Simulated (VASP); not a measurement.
A run of VASP 6.6.1 is set up as follows.

Contents of INCAR:

```
PREC = Accurate ; ENCUT = 520
EDIFF = 1E-6 ; ISMEAR = -1
SIGMA = 0.05 ; LREAL = F
LASPH = T ; NELM = 100
ALGO = Fast ; ISIF = 2
LWAVE = F ; LCHARG = T
GGA = PE ; ALDAC = 0.0
AGGAC = 0.0 ; LELF = T
LVHAR = T ; NBANDS = 8
```

File KPOINTS:

```
Automatic mesh
0
Gamma
  11 11 11
```

POSCAR

```
Al
1.0
    0.0000000000      2.0112152952      2.0112152952
    2.0112152952      0.0000000000      2.0112152952
    2.0112152952      2.0112152952      0.0000000000
Al
1
Direct
    0.0000000000      0.0000000000      0.0000000000
```

Potentials or basis: VASP PAW PBE potentials, release 64 (Al).

Run with:

```bash
$ cat potpaw_PBE.64/Al/POTCAR > POTCAR
$ mpirun -np 1 vasp_std > vasp.out
```

Problem. Predict the pressure.

Solution. 11.0 GPa.
